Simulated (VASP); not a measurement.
A run of VASP 6.6.1 is set up as follows.

INCAR

```
ALGO     = Normal         # electronic algorithm
EDIFF    = 1E-6           # SCF threshold, eV
EDIFFG   = -0.01          # ionic threshold
ENCUT    = 600            # plane-wave cutoff, eV
GGA      = CA             # functional
IBRION   = 2              # ionic algorithm
ISIF     = 3              # what is computed and relaxed
ISMEAR   = -1             # smearing method
LASPH    = T              # aspherical terms in the spheres
LCHARG   = F              # write CHGCAR
LREAL    = F              # projectors in reciprocal space
LWAVE    = F              # write WAVECAR
NELM     = 60             # most SCF steps
NSW      = 80             # ionic steps
PREC     = Accurate       # precision mode
SIGMA    = 0.1            # smearing width, eV
```

The input KPOINTS:

```
k-points
0
Gamma
  13 13 13
```

File POSCAR:

```
Nb
1.0
    0.0000000000      2.0791217165      2.0791217165
    2.0791217165      0.0000000000      2.0791217165
    2.0791217165      2.0791217165      0.0000000000
Nb
1
Direct
    0.0000000000      0.0000000000      0.0000000000
```

Potentials or basis: VASP PAW LDA potentials, release 64 (Nb_sv).

Launch:

```bash
$ cat potpaw_LDA.64/Nb_sv/POTCAR > POTCAR
$ mpirun -np 1 vasp_std > vasp.out
```

Question: Estimate the space group after relaxing (to 0.05 Å).

Answer: Fm-3m (No. 225).

Question: Estimate the relaxed cell.

Answer: a = 2.929 Å, b = 2.929 Å, c = 2.929 Å, α = 60.00°, β = 60.00°, γ = 60.00°.

The path:
| step | energy change (eV) | largest force (eV/Å) | pressure (GPa) | volume (Å³) |
| --- | --- | --- | --- | --- |
| 1 | 0.0000 | 0.0000 | -2.17 | 17.98 |
| 2 | 0.0041 | 0.0000 | 4.43 | 17.35 |
| 3 | -0.0015 | 0.0000 | -0.01 | 17.76 |
